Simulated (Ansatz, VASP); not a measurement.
Two plane-wave programs on BAs

The input POSCAR:

```
BAs
1.0
    0.0000000000      2.4043183418      2.4043183418
    2.4043183418      0.0000000000      2.4043183418
    2.4043183418      2.4043183418      0.0000000000
As B
1 1
Direct
    0.7500000000      0.7500000000      0.7500000000
    0.0000000000      0.0000000000      0.0000000000
```

INCAR.step1

```
PREC = Accurate
ENCUT = 520
EDIFF = 1E-5
ISMEAR = -1
SIGMA = 0.05
LREAL = F
LASPH = T
NELM = 80
ALGO = Normal
ISIF = 2
LWAVE = T
LCHARG = F
GGA = PE
NBANDS = 11
```

File INCAR.step2:

```
PREC = Accurate
ENCUT = 520
EDIFF = 1E-6
ISMEAR = -1
SIGMA = 0.05
LREAL = F
LASPH = T
NELM = 80
ALGO = Normal
ISIF = 2
LWAVE = F
LCHARG = F
GGA = PE
LHFCALC = T
AEXX = 0.25
PRECFOCK = Normal
ISTART = 1
NBANDS = 11
```

Contents of KPOINTS:

```
Automatic mesh
0
Gamma
  5 5 5
```

input.yaml

```yaml
crystal:
  lattice:
    - [0.0, 2.4043183418, 2.4043183418]
    - [2.4043183418, 0.0, 2.4043183418]
    - [2.4043183418, 2.4043183418, 0.0]
  atoms:
    - { symbol: As, position: [0.75, 0.75, 0.75] }
    - { symbol: B, position: [0.0, 0.0, 0.0] }
hamiltonian:
  xc: pbe0
  pseudopotentials: { kind: paw }
kpoints:
  mp_grid: { grid: [5, 5, 5] }
scf:
  occupations: { method: fermi_dirac, width: 0.05 }
output:
  forces: true
  stress: true
  eigenvalues: true
```

Alike in both runs: task single point; functional PBE0; k mesh 5 × 5 × 5; occupations fermi-dirac, width 0.05 eV; no spin polarisation.

|  | VASP | Ansatz |
| --- | --- | --- |
| version | VASP 6.6.1 | Ansatz 0.2.0 |
| potentials or method | VASP PAW PBE potentials, release 64 (As, B) | Ansatz PAW |
| plane-wave cutoff (eV) | 520 | 420 |
| valence electrons in the cell | 8 | 18 |

Ansatz gave:

| Quantity | Value |
| --- | --- |
| gap on the k mesh at the Fermi level (eV) | 2.55 |
| least direct gap on the mesh (eV) | 4.79 |
| pressure (GPa) | -3.2 |

**Question.** Estimate VASP's values.

**Answer.** gap on the k mesh at the Fermi level (eV): 2.59; least direct gap on the mesh (eV): 4.83; pressure (GPa): -3.4.

The functional is the same, so the differences come from potentials, cutoffs and numerics. VASP's potentials hold 8 valence electrons a cell and Ansatz's 18, so a difference there can come from the potentials and not from the codes.

The k mesh is coarse, so the values compare programs but aren't converged. Noted on Ansatz's run: odd divisions of the mesh miss points on the zone boundary, where band edges often lie, so the gap on the mesh can be too wide.
